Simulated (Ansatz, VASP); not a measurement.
**BP in VASP and in Ansatz**

```
B P
1.0
     0.00000    2.26832    2.33637
     2.26832    0.00000    2.33637
     2.26832    2.26832    0.00000
B P
1 1
Direct
  0.00000 0.00000 0.00000
  0.25000 0.25000 0.25000
```

Change from the starting cell: uniaxial_z strain +3.0%.

Alike in both runs: task single point; functional PBE; k mesh 10 × 10 × 10; occupations fermi-dirac, width 0.02 eV; no spin polarisation.

|  | VASP | Ansatz |
| --- | --- | --- |
| version | VASP 6.6.1 | Ansatz 0.2.0 |
| potentials or method | VASP PAW PBE potentials, release 64 (B, P) | plane waves, PAW |
| plane-wave cutoff (eV) | 520 | 420 |
| valence electrons in the cell | 8 | 8 |

```tsv
	VASP	Ansatz	Ansatz less VASP
gap on the k mesh at the Fermi level (eV)	1.06	1.06	+0.004
pressure (GPa)	-3.6	-3.4	+0.21
traceless stress, the component that is largest in VASP (GPa)	-5.36	-5.35	+0.008
```
